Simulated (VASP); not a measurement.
# Sc (Im-3m) in VASP: further runs

Sc is run at these levels: PBEsol; tasks: relaxation of cell and atoms.

Everything below comes from runs of VASP 6.6.1. Logs are shortened: lines on timing, memory, paths and dates and some standing lists are left out, and cuts for length are marked.

## 1. The cell of the first run

The structure is cubic, space group Im-3m (No. 229). Conventional cell: a = 3.680 Å, b = 3.680 Å, c = 3.680 Å, α = 90.00°, β = 90.00°, γ = 90.00°. Within 4.2 Å of Sc (site symmetry m-3m) lie 14 Sc at 3.19 to 3.68 Å.

This isn't the form of Sc at room conditions, which is hcp.

## 2. Relaxation of cell and atoms, PBEsol, target pressure 30 GPa, at which the enthalpy is minimised

INCAR reads:

```
PREC = Accurate ; ENCUT = 500
EDIFF = 1E-7 ; ISMEAR = -1
SIGMA = 0.05 ; LREAL = F
LASPH = T ; NELM = 120
ALGO = Normal ; ISIF = 3
LWAVE = F ; LCHARG = F
GGA = PS ; IBRION = 2
NSW = 80 ; EDIFFG = -0.02
PSTRESS = 300.0 ; GGA_COMPAT = F
NELMIN = 4
```

KPOINTS reads:

```
regular mesh
0
Gamma
  7 7 7
```

POSCAR reads:

```
Sc
1.0
   -1.8400000000      1.8400000000      1.8400000000
    1.8400000000     -1.8400000000      1.8400000000
    1.8400000000      1.8400000000     -1.8400000000
Sc
1
Direct
    0.0000000000      0.0000000000      0.0000000000
```

Potentials or basis: VASP PAW PBE potentials, release 64 (Sc_sv).

Command:

```
> cat potpaw_PBE.64/Sc_sv/POTCAR > POTCAR
> mpirun -np 1 vasp_std > vasp.out
```

OUTCAR:

```text
PREC = Accurate
   ENCUT = 500
   EDIFF = 1E-7
   ISMEAR = -1
   LREAL = F
   LASPH = T
   NELM = 120
   ISIF = 3
   GGA = PS
   IBRION = 2
   NSW = 80
   EDIFFG = -0.02
   PSTRESS = 300.0
   NELMIN = 4

 ion  position               nearest neighbor table
   1  0.000  0.000  0.000-

  LATTYP: Found a body centered cubic cell.
 ALAT       =     3.6800000000

  Lattice vectors:

 A1 = (  -1.8400000000,   1.8400000000,   1.8400000000)
 A2 = (   1.8400000000,  -1.8400000000,   1.8400000000)
 A3 = (   1.8400000000,   1.8400000000,  -1.8400000000)

Analysis of symmetry for initial positions (statically):
=====================================================================
 Subroutine PRICEL returns:
 Original cell was already a primitive cell.

 Routine SETGRP: Setting up the symmetry group for a
 body centered cubic supercell.

 Subroutine GETGRP returns: Found 48 space group operations
 (whereof 48 operations were pure point group operations)
 out of a pool of 48 trial point group operations.

The static configuration has the point symmetry O_h .

Analysis of symmetry for dynamics (positions and initial velocities):
=====================================================================
 Subroutine PRICEL returns:
 Original cell was already a primitive cell.

 Routine SETGRP: Setting up the symmetry group for a
 body centered cubic supercell.

 Subroutine GETGRP returns: Found 48 space group operations
 (whereof 48 operations were pure point group operations)
 out of a pool of 48 trial point group operations.

The dynamic configuration has the point symmetry O_h .

 Subroutine INISYM returns: Found 48 space group operations
 (whereof 48 operations are pure point group operations),
 and found     1 'primitive' translations

----------------------------------------------------------------------------------------

                                     Primitive cell

  volume of cell :      24.9180

  direct lattice vectors                    reciprocal lattice vectors
    -1.840000000  1.840000000  1.840000000     0.000000000  0.271739130  0.271739130
     1.840000000 -1.840000000  1.840000000     0.271739130  0.000000000  0.271739130
     1.840000000  1.840000000 -1.840000000     0.271739130  0.271739130  0.000000000

  length of vectors
     3.186973486  3.186973486  3.186973486     0.384297164  0.384297164  0.384297164

  position of ions in fractional coordinates (direct lattice)
     0.000000000  0.000000000  0.000000000

  ion indices of the primitive-cell ions
   primitive index   ion index
                 1           1

----------------------------------------------------------------------------------------

 KPOINTS: regular mesh

Automatic generation of k-mesh.
 Grid dimensions read from file:
 generate k-points for:    7    7    7

 Generating k-lattice:

  Cartesian coordinates                     Fractional coordinates (reciprocal lattice)
     0.000000000  0.038819876  0.038819876     0.142857143  0.000000000  0.000000000
     0.038819876  0.000000000  0.038819876     0.000000000  0.142857143  0.000000000
     0.038819876  0.038819876  0.000000000     0.000000000  0.000000000  0.142857143

  Length of vectors
     0.054899595  0.054899595  0.054899595

  Shift w.r.t. Gamma in fractional coordinates (k-lattice)
     0.000000000  0.000000000  0.000000000

 Subroutine IBZKPT returns following result:
 ===========================================

 Found     20 irreducible k-points:

 Following reciprocal coordinates:
            Coordinates               Weight
  0.000000  0.000000  0.000000      1.000000
  0.142857  0.000000  0.000000     12.000000
  0.285714  0.000000  0.000000     12.000000
  0.428571  0.000000  0.000000     12.000000
  0.142857  0.142857  0.000000     24.000000
  0.285714  0.142857 -0.000000     48.000000
[... 12 lines left out ...]
 -0.428571 -0.428571  0.285714      8.000000
 -0.428571  0.428571  0.428571      6.000000
   k-points           NKPTS =     20   k-points in BZ     NKDIM =     20   number of bands    NBANDS=      9
   number of dos      NEDOS =    301   number of ions     NIONS =      1
   total plane-waves  NPLWV =  13824
   dimension x,y,z NGX =    24 NGY =   24 NGZ =   24
   dimension x,y,z NGXF=    48 NGYF=   48 NGZF=   48
   ions per type =               1
   NGX,Y,Z   is equivalent  to a cutoff of  12.52, 12.52, 12.52 a.u.
   NGXF,Y,Z  is equivalent  to a cutoff of  25.04, 25.04, 25.04 a.u.
 SYSTEM =  unknown system
   PREC   = accura    normal or accurate (medium, high low for compatibility)
   ISTART =      0    job   : 0-new  1-cont  2-samecut
   ICHARG =      2    charge: 1-file 2-atom 10-const
   ISPIN  =      1    spin polarized calculation?
   LNONCOLLINEAR =      F non collinear calculations
   LSORBIT =      F    spin-orbit coupling
   LASPH  =      T    aspherical Exc in radial PAW
   ENCUT  =  500.0 eV  36.75 Ry    6.06 a.u.   5.81  5.81  5.81*2*pi/ulx,y,z
   NELM   =    120;   NELMIN=  4; NELMDL= -5     # of ELM steps
   EDIFF  = 0.1E-06   stopping-criterion for ELM
   LREAL  =      F    real-space projection
   EDIFFG = -.2E-01   stopping-criterion for IOM
   NSW    =     80    number of steps for IOM
   IBRION =      2    ionic relax: 0-MD 1-quasi-New 2-CG
   NFREE  =      1    steps in history (QN), initial steepest desc. (CG)
   ISIF   =      3    stress and relaxation
   ISYM   =      2    0-nonsym 1-usesym 2-fastsym
   POTIM  = 0.5000    time-step for ionic-motion
   TEBEG  =    0.0;   TEEND  =   0.0 temperature during run
   PSTRESS=  300.0 pullay stress
   NELECT =      11.0000    total number of electrons
   NUPDOWN=      -1.0000    fix difference up-down
   EMIN   =  10.00;   EMAX   =-10.00  energy-range for DOS
   EFERMI =   0.00;   METHOD = LEGACY
   ISMEAR =    -1;   SIGMA  =   0.05  broadening in eV -4-tet -1-fermi 0-gaus
   EFERMI_NEDOS =   21; number of points for ismear=-14 and -15
   IALGO  =     38    algorithm
   IMIX   =      4    mixing-type and parameters
     AMIX     =   0.40;   BMIX     =  1.00
     AMIX_MAG =   1.60;   BMIX_MAG =  1.00
  volume/ion in A,a.u.               =      24.92       168.16
  Fermi-wavevector in a.u.,A,eV,Ry     =   1.246526  2.355592 21.141091  1.553826
  Thomas-Fermi vector in A             =   2.380699
   LORBIT       =      0    0 simple, 1 ext, 2 COOP (PROOUT), +10 PAW based schemes
   GGA     = PS    functional components
   LHFCALC =     F    Hartree Fock is set to
   AEXX    =    0.0000 exact exchange contribution
   IVDW    =     0    specifies the selected vdW correction
   LEPSILON=     F    determine dielectric tensor
   LRPA    =     F    only Hartree local field effects (RPA)
 conjugate gradient relaxation of ions
 non-spin polarized calculation
  energy-cutoff  :      500.00
  volume of cell :       24.92
 maximum number of plane-waves:       643
   NGX = 11   NGY = 11   NGZ = 11

--------------------------------------- Ionic step        1  -------------------------------------------

 number of electron      11.0000001 magnetization

 Free energy of the ion-electron system (eV)
  ---------------------------------------------------
  ext. energy  EPLUGINS =         0.00000000
  ---------------------------------------------------
  free energy    TOTEN  =        -6.49589331 eV

  energy without entropy =       -6.47298036  energy(sigma->0) =       -6.48443684

 E-fermi :   3.6368     XC(G=0):  -9.9494

 val. band max:        3.6335067190   @ k =  -0.4286   0.4286   0.1429
 cond. band min:       3.7679576324   @ k =  -0.2857   0.2857   0.2857
 fundamental gap:      0.1344509134
 Fermi energy:         3.6367715604

 k-point     1 :       0.0000    0.0000    0.0000
  band No.  band energies     occupation
      1     -45.7736      2.00000
      2     -24.2736      2.00000
      3     -24.2736      2.00000
      4     -24.2736      2.00000
      5      -1.5995      2.00000
      6       5.0499      0.00000
      7       5.0499      0.00000
      8       5.0499      0.00000
      9       6.4698      0.00000

 k-point     2 :       0.1429    0.0000    0.0000
  band No.  band energies     occupation
      1     -45.7620      2.00000
      2     -24.3484      2.00000
      3     -24.2973      2.00000
      4     -24.2738      2.00000
      5      -1.0689      2.00000
      6       4.8015      0.00000
      7       4.9031      0.00000
      8       5.4414      0.00000
      9       6.2503      0.00000
[... 427 lines left out ...]
  FREE ENERGIE OF THE ION-ELECTRON SYSTEM (eV)
  ---------------------------------------------------
  free  energy   TOTEN  =        -6.0037852097 eV

  energy  without entropy=       -5.9889556810  energy(sigma->0) =       -5.99637045

  enthalpy is  TOTEN    =        -2.7967513908 eV   P V=        3.2070338188

--------------------------------------- Ionic step        7  -------------------------------------------

 number of electron      10.9999998 magnetization

 Free energy of the ion-electron system (eV)
  ---------------------------------------------------
  ext. energy  EPLUGINS =         0.00000000
  ---------------------------------------------------
  free energy    TOTEN  =        -5.99304324 eV

  energy without entropy =       -5.97810331  energy(sigma->0) =       -5.98557328

 E-fermi :   6.2020     XC(G=0): -11.6054

 val. band max:        6.1397300587   @ k =   0.2857   0.2857   0.1429
 cond. band min:       6.2095432193   @ k =   0.4286   0.1429   0.0000
 fundamental gap:      0.0698131606
 Fermi energy:         6.2020223259

 k-point     1 :       0.0000    0.0000    0.0000
  band No.  band energies     occupation
      1     -42.3797      2.00000
      2     -20.4316      2.00000
      3     -20.4316      2.00000
      4     -20.4316      2.00000
      5       0.4485      2.00000
      6       8.0534      0.00000
      7       8.0534      0.00000
      8       8.0534      0.00000
      9      10.2524      0.00000

 k-point     2 :       0.1429    0.0000    0.0000
  band No.  band energies     occupation
      1     -42.3266      2.00000
      2     -20.6908      2.00000
      3     -20.5058      2.00000
      4     -20.4348      2.00000
      5       1.2026      2.00000
      6       7.6363      0.00000
      7       7.8134      0.00000
      8       8.6925      0.00000
      9       9.8668      0.00000
[... 236 lines left out ...]
 POSITION                                       TOTAL-FORCE (eV/Angst)
 -----------------------------------------------------------------------------------
      0.00000      0.00000     -0.00000        -0.000000      0.000000      0.000000
 -----------------------------------------------------------------------------------
    total drift:                               -0.000000      0.000000     -0.000000

  FREE ENERGIE OF THE ION-ELECTRON SYSTEM (eV)
  ---------------------------------------------------
  free  energy   TOTEN  =        -5.9930432401 eV

  energy  without entropy=       -5.9781033134  energy(sigma->0) =       -5.98557328

  enthalpy is  TOTEN    =        -2.7968319106 eV   P V=        3.1962113296

 reached required accuracy - stopping structural energy minimisation
```

It took 12 s on 1 thread of Intel Xeon 6975P-C (Granite Rapids), shared host; peak memory 0.15 GiB.

Results:

```
Free energy                                                : -5.9930 eV
Relaxed volume                                             : 17.07 Å³/atom
Relaxed cell                                               : a = 2.809 Å, b = 2.809 Å, c = 2.809 Å, α = 109.47°, β = 109.47°, γ = 109.47°
Space group after relaxing (to 0.1 Å)                      : Im-3m (No. 229)
Energy change on relaxing (the run minimises the enthalpy) : +502.9 meV/atom
Ionic steps                                                : 7
Pressure after relaxing                                    : 30.0 GPa
Band gap on the k mesh                                     : zero (an odd number of electrons rules out a gap without spin polarisation)
```

Step by step:
| step | energy change (eV) | largest force (eV/Å) | pressure (GPa) | volume (Å³) |
| --- | --- | --- | --- | --- |
| 1 | 0.0000 | 0.0000 | -2.30 | 24.92 |
| 2 | 3.1882 | 0.0000 | 125.70 | 10.84 |
| 3 | 0.3670 | 0.0000 | 24.18 | 17.87 |
| 4 | 0.4909 | 0.0000 | 29.50 | 17.13 |
| 5 | 0.5164 | 0.0000 | 30.55 | 17.00 |
| 6 | 0.4921 | 0.0000 | 29.56 | 17.13 |
| 7 | 0.5029 | 0.0000 | 29.99 | 17.07 |

Final structure:
```
Sc
1.0
    -1.62202    1.62202    1.62202
     1.62202   -1.62202    1.62202
     1.62202    1.62202   -1.62202
Sc
1
Cartesian
  0.0000 0.0000 0.0000
```

Caveat: the cell is relaxed towards a set pressure, so the run minimises the enthalpy, not the energy; the volume moved by over 15 % at a fixed basis, so the end points are rough; the PAW data sets were made with another functional, which shifts forces and pressure a little.

(Part 1 of 2 ends here.)
